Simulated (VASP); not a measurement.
Wanted: the native input for a VASP 6.6.1 run.

```yaml
Task: relaxation of cell and atoms
Functional: PBE
Potentials_or_basis: VASP PAW PBE potentials, release 64 (S)
Cutoff: 500 eV
k_mesh: 9 × 9 × 9
Occupations: gaussian, width 0.05 eV
Spin: no spin polarisation
Dipole_correction: no
Further_INCAR_settings: ALGO = Normal; EDIFF = 1e-07; IBRION = 2; EDIFFG = -0.02; NSW = 80; ISIF = 3
```

The structure of S lies in POSCAR:

```
S
1.0
   -1.6650000000      1.6650000000      1.6650000000
    1.6650000000     -1.6650000000      1.6650000000
    1.6650000000      1.6650000000     -1.6650000000
S
1
Direct
    0.0000000000      0.0000000000      0.0000000000
```

This isn't the form of S at room conditions, which is orthorhombic, of S8 rings.

The input as run:

INCAR

```
SYSTEM = S
ALGO = Normal
EDIFF = 1E-7
EDIFFG = -0.02
ENCUT = 500
GGA = PE
GGA_COMPAT = .False.
IBRION = 2
ISIF = 3
ISMEAR = 0
LASPH = .True.
LCHARG = .False.
LREAL = .False.
LWAVE = .False.
NELM = 120
NELMIN = 4
NSW = 80
PREC = Accurate
SIGMA = 0.05
```

KPOINTS

```
k-points
0
Gamma
  9 9 9
  0 0 0
```

Potentials or basis: VASP PAW PBE potentials, release 64 (S).

Launch:

```sh
$ cat potpaw_PBE.64/S/POTCAR > POTCAR
$ mpirun -np 1 vasp_std > vasp.out
```

It gave:

```yaml
Relaxed_volume: 16.02 Å³/atom
Relaxed_cell: a = 2.751 Å, b = 2.751 Å, c = 2.751 Å, α = 109.47°, β = 109.47°, γ = 109.47°
Space_group_after_relaxing_to_0.1_Å: Im-3m (No. 229)
Energy_gained_by_relaxing: 78.8 meV/atom
Ionic_steps: 3
Pressure_after_relaxing: 0.1 GPa
Band_gap_on_the_k_mesh: zero (bands 3 and 4 overlap by 6.38 eV)
```

Run time: 14 s on 1 thread of AMD EPYC 7R43 64-Core Processor (Zen 3), with other jobs on the host, peak memory 0.1 GiB.
